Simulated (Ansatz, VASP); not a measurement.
# Sn3Se: VASP beside Ansatz

```
Sn Se
1.0
     0.00000    3.80636    3.80636
     3.80636    0.00000    3.80636
     3.80636    3.80636    0.00000
Sn Se
3 1
Direct
  0.50000 0.50000 0.50000
  0.75000 0.75000 0.75000
  0.25000 0.25000 0.25000
  0.00000 0.00000 0.00000
```

Change from the starting cell: volume scaled by 1.06.

Alike in both runs: task single point; functional LDA; k mesh 6 × 6 × 6; occupations fermi-dirac, width 0.05 eV; no spin polarisation.

|  | VASP | Ansatz |
| --- | --- | --- |
| version | VASP 6.6.1 | Ansatz 0.2.0 |
| potentials or method | VASP PAW LDA potentials, release 64 (Sn_d, Se), cutoff 520 eV | all-electron LAPW, scalar-relativistic |

```csv
,VASP,Ansatz,Ansatz less VASP
gap on the k mesh at the Fermi level (eV),none,none,-
pressure (GPa),-6.5,-6.5,+0.03
```

LDA's correlation is that of Perdew and Zunger in VASP and of Perdew and Wang (1992) in Ansatz. A gap of «none» marks a metal or a gap that the smearing closes. Ansatz ran all-electron here, and VASP with PAW potentials.
